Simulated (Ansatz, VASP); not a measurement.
## Two plane-wave programs on TaN

Contents of INCAR:

```
SYSTEM = TaN
ALGO = Normal ; EDIFF = 1E-6
ENCUT = 520 ; GGA = PS
ISIF = 2 ; ISMEAR = 0
LASPH = .True. ; LCHARG = .True.
LELF = .True. ; LREAL = .False.
LVHAR = .True. ; LWAVE = .False.
NBANDS = 15 ; NELM = 100
PREC = Accurate ; SIGMA = 0.15
```

The input KPOINTS:

```
k-points
0
Gamma
  18 18 18
  0 0 0
```

The input POSCAR:

```
TaN
1.0
    0.0000000000      2.1790000000      2.1790000000
    2.1790000000      0.0000000000      2.1790000000
    2.1790000000      2.1790000000      0.0000000000
Ta N
1 1
Direct
    0.5000000000      0.5000000000      0.5000000000
   -0.2065167508      0.0000000000      0.0000000000
```

Input for Ansatz:

```yaml
crystal:
  lattice:
    - [0.0, 2.179, 2.179]
    - [2.179, 0.0, 2.179]
    - [2.179, 2.179, 0.0]
  atoms:
    - { symbol: Ta, position: [0.5, 0.5, 0.5] }
    - { symbol: "N", position: [-0.2065167508, 0.0, 0.0] }
basis:
  ecutwfc: 420
kpoints:
  mp_grid: { grid: [18, 18, 18] }
hamiltonian:
  xc: pbesol
scf:
  occupations: { method: gaussian, width: 0.15 }
output:
  forces: true
  stress: true
  eigenvalues: true
```

Alike in both runs: task single point; functional PBEsol; k mesh 18 × 18 × 18; occupations gaussian, width 0.15 eV; no spin polarisation.

|  | VASP | Ansatz |
| --- | --- | --- |
| version | VASP 6.6.1 | Ansatz 0.2.0 |
| potentials or method | VASP PAW PBE potentials, release 64 (Ta_pv, N), cutoff 520 eV | scalar-relativistic, plane waves, PAW |
| valence electrons in the cell | 16 | 18 |

|  | VASP | Ansatz | Ansatz less VASP |
| --- | --- | --- | --- |
| gap on the k mesh at the Fermi level (eV) | none | none | - |
| rms of the force components (eV/Å) | 4.995 | 4.875 | -0.1201 |

VASP's potentials were made for PBE, not for PBEsol. Atom by atom the forces differ by 0.120 eV/Å (rms over components). A gap of «none» marks a metal or a gap that the smearing closes. With one functional, cell and mesh, what is left measures potentials, basis and numerics. VASP's potentials hold 16 valence electrons a cell and Ansatz's 18, so a difference there can come from the potentials and not from the codes.

Spin-orbit coupling is off throughout.
